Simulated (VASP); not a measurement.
Wanted: the native input for a VASP 6.6.1 run.

```
Task                   : single point
Functional             : PBEsol
Potentials or basis    : VASP PAW PBE potentials, release 64 (Ba_sv)
Cutoff                 : 520 eV
k mesh                 : 15 × 15 × 15
Occupations            : fermi-dirac, width 0.1 eV
Spin                   : no spin polarisation
Dipole correction      : no
Further INCAR settings : ALGO = Normal; EDIFF = 1e-06; NBANDS = 11
```

The structure of Ba lies in POSCAR:

```
Ba
1.0
   -2.4707968935      2.4707968935      2.4707968935
    2.4707968935     -2.4707968935      2.4707968935
    2.4707968935      2.4707968935     -2.4707968935
Ba
1
Direct
    0.0000000000      0.0000000000      0.0000000000
```

The input as run:

INCAR

```
SYSTEM = Ba
PREC     = Accurate       ! precision mode
ENCUT    = 520            ! plane-wave cutoff, eV
EDIFF    = 1E-6           ! SCF threshold, eV
ISMEAR   = -1             ! smearing method
SIGMA    = 0.1            ! smearing width, eV
LREAL    = .FALSE.        ! projectors in reciprocal space
LASPH    = .TRUE.         ! aspherical terms in the spheres
NELM     = 100            ! most SCF steps
ALGO     = Normal         ! electronic algorithm
ISIF     = 2              ! what is computed and relaxed
LWAVE    = .FALSE.        ! write WAVECAR
LCHARG   = .FALSE.        ! write CHGCAR
GGA      = PS             ! functional
NBANDS   = 11             ! bands
```

KPOINTS

```
Automatic mesh
0
G
  15 15 15
  0 0 0
```

Potentials or basis: VASP PAW PBE potentials, release 64 (Ba_sv).

Command:

```sh
$ cat potpaw_PBE.64/Ba_sv/POTCAR > POTCAR
$ mpirun -np 1 vasp_std > vasp.out
```

Results of the run:

- Pressure: -0.2 GPa
- Band gap on the k mesh: zero (bands 5 and 6 overlap by 1.01 eV)

Caveat: the PAW data sets were made with another functional, which shifts forces and pressure a little; spin-orbit coupling is left out, which moves the levels of the heavy elements.

Wall time 22 s on 1 thread of Intel(R) Xeon(R) Platinum 8488C (Sapphire Rapids), with other jobs on the host, peak memory 0.22 GiB.
